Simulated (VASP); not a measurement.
# Ge in VASP: a series of runs

Ge is run at these levels: PBEsol; tasks: single point.

All numbers are computed with VASP 6.6.1; they aren't measurements. Logs are shortened: lines on timing, memory, paths and dates and some standing lists are left out, and cuts for length are marked.

## (1) The cell of the first run

The cell holds a slab with vacuum, 6 atoms: a = 3.997 Å, b = 3.997 Å, c = 22.426 Å, α = 90.00°, β = 90.00°, γ = 120.00°.

## (2) Single point, PBEsol

The input, INCAR:

```
SYSTEM = Ge
  PREC = Accurate
  ENCUT = 520
  EDIFF = 1E-6
  ISMEAR = 0
  SIGMA = 0.1
  LREAL = .FALSE.
  LASPH = .TRUE.
  NELM = 60
  ALGO = Normal
  ISIF = 2
  LWAVE = .FALSE.
  LCHARG = .FALSE.
  LDIPOL = .TRUE.
  IDIPOL = 3
  DIPOL = 0.5 0.5 0.500
  GGA = PS
  NBANDS = 51
```

The input, KPOINTS:

```
Automatic mesh
0
G
  9 9 1
  0 0 0
```

The input, POSCAR:

```
Ge
1.0
    3.9969678637      0.0000000000      0.0000000000
   -1.9984839318      3.4614757080      0.0000000000
    0.0000000000      0.0000000000     22.4263442933
Ge
6
Direct
    0.3333333333      0.6666666667      0.3344281128
    0.6666666667      0.3333333333      0.3714372279
    0.6666666667      0.3333333333      0.4814954425
    0.3333333333      0.6666666667      0.5185045575
    0.3333333333      0.6666666667      0.6285627721
    0.6666666667      0.3333333333      0.6655718872
```

Potentials or basis: VASP PAW PBE potentials, release 64 (Ge_d).

The run is started by

```console
$ cat potpaw_PBE.64/Ge_d/POTCAR > POTCAR
$ mpirun -np 1 vasp_std > vasp.out
```

OUTCAR:

```text
SYSTEM = Ge
   PREC = Accurate
   ENCUT = 520
   EDIFF = 1E-6
   ISMEAR = 0
   LREAL = .FALSE.
   LASPH = .TRUE.
   NELM = 60
   ISIF = 2
   GGA = PS

 ion  position               nearest neighbor table
   1  0.333  0.667  0.334-   2 2.45   2 2.45   2 2.45
   2  0.667  0.333  0.371-   1 2.45   1 2.45   1 2.45   3 2.47
   3  0.667  0.333  0.481-   4 2.45   4 2.45   4 2.45   2 2.47
   4  0.333  0.667  0.519-   3 2.45   3 2.45   3 2.45   5 2.47
   5  0.333  0.667  0.629-   6 2.45   6 2.45   6 2.45   4 2.47
   6  0.667  0.333  0.666-   5 2.45   5 2.45   5 2.45

  LATTYP: Found a hexagonal cell.
 ALAT       =     3.9969678637
 C/A-ratio  =     5.6108392807

  Lattice vectors:

 A1 = (   3.9969678637,   0.0000000000,   0.0000000000)
 A2 = (  -1.9984839318,   3.4614757080,   0.0000000000)
 A3 = (   0.0000000000,   0.0000000000,  22.4263442933)

Analysis of symmetry for initial positions (statically):
=====================================================================
 Subroutine PRICEL returns:
 Original cell was already a primitive cell.

 Routine SETGRP: Setting up the symmetry group for a
 hexagonal supercell.

 Subroutine GETGRP returns: Found 12 space group operations
 (whereof 12 operations were pure point group operations)
 out of a pool of 24 trial point group operations.

The static configuration has the point symmetry D_3d.

Analysis of symmetry for dynamics (positions and initial velocities):
=====================================================================
 Subroutine PRICEL returns:
 Original cell was already a primitive cell.

 Routine SETGRP: Setting up the symmetry group for a
 hexagonal supercell.

 Subroutine GETGRP returns: Found 12 space group operations
 (whereof 12 operations were pure point group operations)
 out of a pool of 24 trial point group operations.

The dynamic configuration has the point symmetry D_3d.

 Subroutine INISYM returns: Found 12 space group operations
 (whereof 12 operations are pure point group operations),
 and found     1 'primitive' translations

----------------------------------------------------------------------------------------

                                     Primitive cell

  volume of cell :     310.2776

  direct lattice vectors                    reciprocal lattice vectors
     3.996967864  0.000000000  0.000000000     0.250189652  0.144447063  0.000000000
    -1.998483932  3.461475708  0.000000000     0.000000000  0.288894126  0.000000000
     0.000000000  0.000000000 22.426344293     0.000000000  0.000000000  0.044590415

  length of vectors
     3.996967864  3.996967864 22.426344293     0.288894126  0.288894126  0.044590415

  position of ions in fractional coordinates (direct lattice)
     0.333333333  0.666666667  0.334428113
     0.666666667  0.333333333  0.371437228
     0.666666667  0.333333333  0.481495442
     0.333333333  0.666666667  0.518504558
     0.333333333  0.666666667  0.628562772
     0.666666667  0.333333333  0.665571887

  ion indices of the primitive-cell ions
   primitive index   ion index
                 1           1
                 2           2
                 3           3
                 4           4
                 5           5
                 6           6

----------------------------------------------------------------------------------------

 KPOINTS: Automatic mesh

Automatic generation of k-mesh.
 Grid dimensions read from file:
 generate k-points for:    9    9    1

 Generating k-lattice:

  Cartesian coordinates                     Fractional coordinates (reciprocal lattice)
     0.027798850  0.016049674  0.000000000     0.111111111  0.000000000  0.000000000
     0.000000000  0.032099347  0.000000000     0.000000000  0.111111111  0.000000000
     0.000000000  0.000000000  0.044590415     0.000000000  0.000000000  1.000000000

  Length of vectors
     0.032099347  0.032099347  0.044590415

  Shift w.r.t. Gamma in fractional coordinates (k-lattice)
     0.000000000  0.000000000  0.000000000

 Subroutine IBZKPT returns following result:
 ===========================================

 Found     12 irreducible k-points:

 Following reciprocal coordinates:
            Coordinates               Weight
  0.000000  0.000000  0.000000      1.000000
  0.111111  0.000000  0.000000      6.000000
  0.222222  0.000000  0.000000      6.000000
  0.333333 -0.000000  0.000000      6.000000
  0.444444  0.000000  0.000000      6.000000
  0.111111  0.111111  0.000000      6.000000
  0.222222  0.111111  0.000000     12.000000
  0.333333  0.111111  0.000000     12.000000
  0.444444  0.111111  0.000000      6.000000
  0.222222  0.222222  0.000000      6.000000
  0.333333  0.222222  0.000000     12.000000
  0.333333  0.333333  0.000000      2.000000
   k-points           NKPTS =     12   k-points in BZ     NKDIM =     12   number of bands    NBANDS=     51
   number of dos      NEDOS =    301   number of ions     NIONS =      6
   total plane-waves  NPLWV = 151200
   dimension x,y,z NGX =    30 NGY =   30 NGZ =  168
   dimension x,y,z NGXF=    60 NGYF=   60 NGZF=  336
   ions per type =               6
   NGX,Y,Z   is equivalent  to a cutoff of  12.48, 12.48, 12.45 a.u.
   NGXF,Y,Z  is equivalent  to a cutoff of  24.96, 24.96, 24.91 a.u.
 SYSTEM =  Ge
   PREC   = accura    normal or accurate (medium, high low for compatibility)
   ISTART =      0    job   : 0-new  1-cont  2-samecut
   ICHARG =      2    charge: 1-file 2-atom 10-const
   ISPIN  =      1    spin polarized calculation?
   LNONCOLLINEAR =      F non collinear calculations
   LSORBIT =      F    spin-orbit coupling
   LASPH  =      T    aspherical Exc in radial PAW
   ENCUT  =  520.0 eV  38.22 Ry    6.18 a.u.   7.43  7.43 41.70*2*pi/ulx,y,z
   NELM   =     60;   NELMIN=  2; NELMDL= -5     # of ELM steps
   EDIFF  = 0.1E-05   stopping-criterion for ELM
   LREAL  =      F    real-space projection
   EDIFFG = 0.1E-04   stopping-criterion for IOM
   NSW    =      0    number of steps for IOM
   IBRION =     -1    ionic relax: 0-MD 1-quasi-New 2-CG
   NFREE  =      0    steps in history (QN), initial steepest desc. (CG)
   ISIF   =      2    stress and relaxation
   ISYM   =      2    0-nonsym 1-usesym 2-fastsym
   POTIM  = 0.5000    time-step for ionic-motion
   TEBEG  =    0.0;   TEEND  =   0.0 temperature during run
   PSTRESS=    0.0 pullay stress
   NELECT =      84.0000    total number of electrons
   NUPDOWN=      -1.0000    fix difference up-down
   EMIN   =  10.00;   EMAX   =-10.00  energy-range for DOS
   EFERMI =   0.00;   METHOD = LEGACY
   ISMEAR =     0;   SIGMA  =   0.10  broadening in eV -4-tet -1-fermi 0-gaus
   EFERMI_NEDOS =   21; number of points for ismear=-14 and -15
   IALGO  =     38    algorithm
   IMIX   =      4    mixing-type and parameters
     AMIX     =   0.40;   BMIX     =  1.00
     AMIX_MAG =   1.60;   BMIX_MAG =  1.00
  volume/ion in A,a.u.               =      51.71       348.98
  Fermi-wavevector in a.u.,A,eV,Ry     =   1.059053  2.001320 15.260209  1.121594
  Thomas-Fermi vector in A             =   2.194385
   LORBIT       =      0    0 simple, 1 ext, 2 COOP (PROOUT), +10 PAW based schemes
   GGA     = PS    functional components
   LHFCALC =     F    Hartree Fock is set to
   AEXX    =    0.0000 exact exchange contribution
   IVDW    =     0    specifies the selected vdW correction
   LEPSILON=     F    determine dielectric tensor
   LRPA    =     F    only Hartree local field effects (RPA)
 non-spin polarized calculation
 Gauss-broadening in eV      SIGMA  =   0.10
  energy-cutoff  :      520.00
  volume of cell :      310.28
 maximum number of plane-waves:      8417
 NGX is ok and might be reduce to    30
   NGX = 15   NGY = 15   NGZ = 83

 dipolmoment           0.000000      0.000000      0.000000 electrons x Angstroem

 number of electron      84.0000074 magnetization

 dipolmoment           0.000000      0.000000     -0.000000 electrons x Angstroem

 Free energy of the ion-electron system (eV)
  ---------------------------------------------------
  ext. energy  EPLUGINS =         0.00000000
  ---------------------------------------------------
  free energy    TOTEN  =       -27.49821176 eV

  energy without entropy =      -27.47037532  energy(sigma->0) =      -27.48429354

 E-fermi :  -0.6430     XC(G=0):  -5.0757

 val. band max:       -0.6721503129   @ k =   0.2222   0.1111   0.0000
 cond. band min:      -0.6327893109   @ k =   0.1111   0.0000   0.0000
 fundamental gap:      0.0393610020
 Fermi energy:        -0.6430427118

 k-point     1 :       0.0000    0.0000    0.0000
  band No.  band energies     occupation
      1     -25.1773      2.00000
      2     -25.1773      2.00000
      3     -25.1242      2.00000
      4     -25.1139      2.00000
      5     -25.1095      2.00000
      6     -25.1095      2.00000
[... 43 lines left out ...]
     50       3.2739      0.00000
     51       3.6279      0.00000

 k-point     2 :       0.1111    0.0000    0.0000
  band No.  band energies     occupation
      1     -25.1815      2.00000
      2     -25.1799      2.00000
      3     -25.1315      2.00000
      4     -25.1094      2.00000
      5     -25.1031      2.00000
      6     -25.0972      2.00000
[... 43 lines left out ...]
     50       3.7272      0.00000
     51       3.7934      0.00000

 k-point     3 :       0.2222    0.0000    0.0000
  band No.  band energies     occupation
      1     -25.1867      2.00000
      2     -25.1844      2.00000
      3     -25.1427      2.00000
      4     -25.1038      2.00000
      5     -25.0886      2.00000
      6     -25.0724      2.00000
[... 43 lines left out ...]
     50       4.2149      0.00000
     51       4.2929      0.00000

 k-point     4 :       0.3333   -0.0000    0.0000
  band No.  band energies     occupation
      1     -25.1873      2.00000
      2     -25.1860      2.00000
      3     -25.1539      2.00000
      4     -25.1001      2.00000
      5     -25.0736      2.00000
      6     -25.0478      2.00000
[... 43 lines left out ...]
     50       4.5694      0.00000
     51       4.9278      0.00000

 k-point     5 :       0.4444    0.0000    0.0000
  band No.  band energies     occupation
      1     -25.1884      2.00000
      2     -25.1801      2.00000
      3     -25.1640      2.00000
      4     -25.0984      2.00000
      5     -25.0638      2.00000
      6     -25.0319      2.00000
[... 43 lines left out ...]
     50       4.1692      0.00000
     51       5.6561      0.00000

 k-point     6 :       0.1111    0.1111    0.0000
  band No.  band energies     occupation
      1     -25.1849      2.00000
      2     -25.1848      2.00000
      3     -25.1388      2.00000
      4     -25.1069      2.00000
      5     -25.0873      2.00000
      6     -25.0832      2.00000
[... 43 lines left out ...]
     50       3.8006      0.00000
     51       3.9767      0.00000

 k-point     7 :       0.2222    0.1111    0.0000
  band No.  band energies     occupation
      1     -25.1908      2.00000
      2     -25.1851      2.00000
      3     -25.1493      2.00000
      4     -25.0986      2.00000
      5     -25.0740      2.00000
      6     -25.0598      2.00000
[... 43 lines left out ...]
     50       4.4500      0.00000
     51       4.4861      0.00000

 k-point     8 :       0.3333    0.1111    0.0000
  band No.  band energies     occupation
      1     -25.1937      2.00000
      2     -25.1814      2.00000
      3     -25.1603      2.00000
      4     -25.0896      2.00000
      5     -25.0640      2.00000
      6     -25.0391      2.00000
[... 43 lines left out ...]
     50       4.4327      0.00000
     51       5.0393      0.00000

 k-point     9 :       0.4444    0.1111    0.0000
  band No.  band energies     occupation
      1     -25.1943      2.00000
      2     -25.1771      2.00000
      3     -25.1671      2.00000
      4     -25.0850      2.00000
      5     -25.0606      2.00000
      6     -25.0289      2.00000
[... 43 lines left out ...]
     50       4.8398      0.00000
     51       4.9319      0.00000

 k-point    10 :       0.2222    0.2222    0.0000
  band No.  band energies     occupation
      1     -25.1978      2.00000
      2     -25.1818      2.00000
      3     -25.1587      2.00000
      4     -25.0829      2.00000
      5     -25.0551      2.00000
      6     -25.0497      2.00000
[... 43 lines left out ...]
     50       4.3862      0.00000
     51       4.7115      0.00000

 k-point    11 :       0.3333    0.2222    0.0000
  band No.  band energies     occupation
      1     -25.2018      2.00000
      2     -25.1771      2.00000
      3     -25.1675      2.00000
      4     -25.0636      2.00000
      5     -25.0509      2.00000
      6     -25.0340      2.00000
[... 43 lines left out ...]
     50       4.7070      0.00000
     51       5.0502      0.00000

 k-point    12 :       0.3333    0.3333    0.0000
  band No.  band energies     occupation
      1     -25.2052      2.00000
      2     -25.1729      2.00000
      3     -25.1729      2.00000
      4     -25.0525      2.00000
      5     -25.0358      2.00000
      6     -25.0273      2.00000
[... 43 lines left out ...]
     50       5.6841      0.00000
     51       6.1325      0.00000

------------------------ aborting loop because EDIFF is reached ----------------------------------------

 vacuum level on the upper side and lower side of the slab       (xc-potential included)        -0.110        -0.110

  FORCE on cell =-STRESS in cart. coord.  units (eV):
  Direction    XX          YY          ZZ          XY          YZ          ZX
  --------------------------------------------------------------------------------------
  -------------------------------------------------------------------------------------
  Total       -0.1308681     -0.1308681      0.5956787     -0.0000000      0.0000000      0.0000000
  in kB       -0.6757623     -0.6757623      3.0758998     -0.0000000      0.0000000      0.0000000
  external PRESSURE =       0.5747918 kB  Pullay stress =       0.0000000 kB

 VOLUME and BASIS-vectors are now :
 -----------------------------------------------------------------------------
  energy-cutoff  :      520.00
  volume of cell :      310.28
      direct lattice vectors                 reciprocal lattice vectors
     3.996967864  0.000000000  0.000000000     0.250189652  0.144447063  0.000000000
    -1.998483932  3.461475708  0.000000000     0.000000000  0.288894126  0.000000000
     0.000000000  0.000000000 22.426344293     0.000000000  0.000000000  0.044590415

 POSITION                                       TOTAL-FORCE (eV/Angst)
 -----------------------------------------------------------------------------------
     -0.00000      2.30765      7.50000         0.000000     -0.000000      0.136553
      1.99848      1.15383      8.32998         0.000000     -0.000000     -0.309106
      1.99848      1.15383     10.79818        -0.000000     -0.000000      0.146381
     -0.00000      2.30765     11.62816         0.000000      0.000000     -0.146381
     -0.00000      2.30765     14.09637        -0.000000      0.000000      0.309106
      1.99848      1.15383     14.92634         0.000000      0.000000     -0.136553
 -----------------------------------------------------------------------------------
    total drift:                               -0.000000      0.000000      0.000000

  FREE ENERGIE OF THE ION-ELECTRON SYSTEM (eV)
  ---------------------------------------------------
  free  energy   TOTEN  =       -27.4982117638 eV

  energy  without entropy=      -27.4703753154  energy(sigma->0) =      -27.48429354

 vacuum level on the upper side and lower side of the slab         3.890         3.890
```

Wall time 6 min (1 thread of Intel Xeon Platinum 8488C (Sapphire Rapids), shared host); peak memory 0.44 GiB.

Results:

- Free energy: -27.4982 eV
- Largest force: 0.309 eV/Å
- Band gap on the k mesh: zero (bands 42 and 43 overlap by 0.45 eV)

Forces on the atoms (eV/Å):
```
Ge   0.000  0.000  0.137
Ge   0.000  0.000 -0.309
Ge   0.000  0.000  0.146
Ge   0.000  0.000 -0.146
Ge   0.000  0.000  0.309
Ge   0.000  0.000 -0.137
```

Caveat: the PAW data sets were made with another functional, which shifts forces and pressure a little.

## (3) Single point, PBEsol

The input, INCAR:

```
PREC = Accurate
ENCUT = 520
EDIFF = 1E-7
ISMEAR = 0
SIGMA = 0.1
LREAL = False
LASPH = True
NELM = 100
ALGO = Normal
ISIF = 2
LWAVE = False
LCHARG = False
LDIPOL = True
IDIPOL = 3
DIPOL = 0.5 0.5 0.500
GGA = PS
NBANDS = 51
```

The input, KPOINTS:

```
regular mesh
0
Gamma
  9 9 1
```

The input, POSCAR:

```
Ge
1.0
    3.9969678637      0.0000000000      0.0000000000
   -1.9984839318      3.4614757081      0.0000000000
    0.0000000000      0.0000000000     22.4263442933
Ge
6
Direct
    0.3333333333      0.6666666667      0.3342245766
    0.6666666667      0.3333333333      0.3690852651
    0.6666666667      0.3333333333      0.4817593761
    0.3333333333      0.6666666667      0.5182406281
    0.3333333333      0.6666666667      0.6309147317
    0.6666666667      0.3333333333      0.6657754225
```

Potentials or basis: VASP PAW PBE potentials, release 64 (Ge_d).

The run is started by

```console
$ cat potpaw_PBE.64/Ge_d/POTCAR > POTCAR
$ mpirun -np 1 vasp_std > vasp.out
```

It took 5.5 min on 1 thread of Intel Xeon Platinum 8488C (Sapphire Rapids), shared host; peak memory 0.44 GiB.

Results (log left out):

```yaml
Free_energy: -27.5153 eV
Largest_force: 0.024 eV/Å
Band_gap_on_the_k_mesh: zero (bands 42 and 43 overlap by 0.33 eV)
```

Forces on the atoms (eV/Å):
```
Ge   0.000  0.000  0.024
Ge   0.000  0.000 -0.009
Ge   0.000  0.000  0.016
Ge   0.000  0.000 -0.016
Ge   0.000  0.000  0.009
Ge   0.000  0.000 -0.024
```

Levels at points of the mesh, in eV from the Fermi level:
| k point | band 39 | band 40 | band 41 | band 42 | band 43 | band 44 | band 45 | band 46 |
| --- | --- | --- | --- | --- | --- | --- | --- | --- |
| (0.00, 0.00, 0.00) | -0.38 | -0.38 | 0.17 | 0.17 | 0.37 | 0.80 | 1.36 | 1.54 |

Caveat: the PAW data sets were made with another functional, which shifts forces and pressure a little.

## (4) Single point, PBEsol

The input, INCAR:

```
  PREC = Accurate
  ENCUT = 520
  EDIFF = 1E-6
  ISMEAR = 0
  SIGMA = 0.1
  LREAL = False
  LASPH = True
  NELM = 60
  ALGO = Normal
  ISIF = 2
  LWAVE = False
  LCHARG = False
  LDIPOL = True
  IDIPOL = 3
  DIPOL = 0.5 0.5 0.500
  GGA = PS
  NBANDS = 51
```

KPOINTS is that of step 3.

The input, POSCAR:

```
Ge
1.0
    3.9969678637      0.0000000000      0.0000000000
   -1.9984839318      3.4614757080      0.0000000000
    0.0000000000      0.0000000000     22.4263442933
Ge
6
Direct
    0.3333333333      0.6666666667      0.3344281128
    0.6666666667      0.3333333333      0.3714372279
    0.6666666667      0.3333333333      0.4814954425
    0.3333333333      0.6666666667      0.5185045575
    0.3333333333      0.6666666667      0.6285627721
    0.6666666667      0.3333333333      0.6655718872
```

The run is started by

```console
$ cat potpaw_PBE.64/Ge_d/POTCAR > POTCAR
$ mpirun -np 1 vasp_std > vasp.out
```

Run time: 5.6 min. Hardware: 1 thread of Intel Xeon Platinum 8488C (Sapphire Rapids), shared host; peak memory 0.44 GiB.

Results (log left out):

```yaml
Free_energy: -27.4982 eV
Largest_force: 0.309 eV/Å
Band_gap_on_the_k_mesh: zero (bands 42 and 43 overlap by 0.45 eV)
```

Forces in eV/Å, atoms in the order of the input:
```
Ge   0.000  0.000  0.137
Ge   0.000  0.000 -0.309
Ge   0.000  0.000  0.146
Ge   0.000  0.000 -0.146
Ge   0.000  0.000  0.309
Ge   0.000  0.000 -0.137
```

Levels at points of the mesh, in eV from the Fermi level:
```tsv
k point	band 38	band 39	band 40	band 41	band 42	band 43	band 44	band 45	band 46	band 47
(0.00, 0.00, 0.00)	-0.90	-0.26	-0.26	0.28	0.28	0.45	0.87	1.35	1.63	3.03
```

Caveat: the PAW data sets were made with another functional, which shifts forces and pressure a little.
